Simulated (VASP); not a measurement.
Wanted: the native input for a VASP 6.6.1 run.

```
Task                   : single point
Functional             : PBEsol
Potentials or basis    : VASP PAW PBE potentials, release 64 (N, Ga_d)
Cutoff                 : 520 eV
k mesh                 : 9 × 9 × 1
Occupations            : gaussian, width 0.05 eV
Spin                   : no spin polarisation
Dipole correction      : yes
Further INCAR settings : ALGO = Normal; EDIFF = 1e-06; NBANDS = 26
```

The structure of GaN lies in POSCAR:

```
GaN
1.0
    3.1808233636      0.0000000000      0.0000000000
   -1.5904116818      2.7546738378      0.0000000000
    0.0000000000      0.0000000000     17.2464142512
N Ga
2 2
Direct
    0.0000000000      0.0000000000      0.4058814718
    0.3333333333      0.6666666667      0.6002890225
    0.3333333333      0.6666666667      0.4435288831
    0.6666666667      0.3333333333      0.5961448616
```

One way to write it, as run:

INCAR

```
PREC = Accurate ; ENCUT = 520
EDIFF = 1E-6 ; ISMEAR = 0
SIGMA = 0.05 ; LREAL = False
LASPH = True ; NELM = 100
ALGO = Normal ; ISIF = 2
LWAVE = False ; LCHARG = True
LDIPOL = True ; IDIPOL = 3
DIPOL = 0.5 0.5 0.511 ; GGA = PS
LELF = True ; LVHAR = True
LVACPOTAV = True ; NBANDS = 26
```

KPOINTS

```
Automatic mesh
0
Gamma
  9 9 1
```

Potentials or basis: VASP PAW PBE potentials, release 64 (N, Ga_d).

Launch:

```sh
$ cat potpaw_PBE.64/N/POTCAR potpaw_PBE.64/Ga_d/POTCAR > POTCAR
$ mpirun -np 1 vasp_std > vasp.out
```

It gave:

* Largest force: 3.026 eV/Å
* Band gap on the k mesh: 0.29 eV, direct

Caveat: the PAW data sets were made with another functional, which shifts forces and pressure a little.

Run time: 28 s on 1 thread of Intel(R) Xeon(R) 6975P-C (Granite Rapids), with other jobs on the host, peak memory 0.26 GiB.
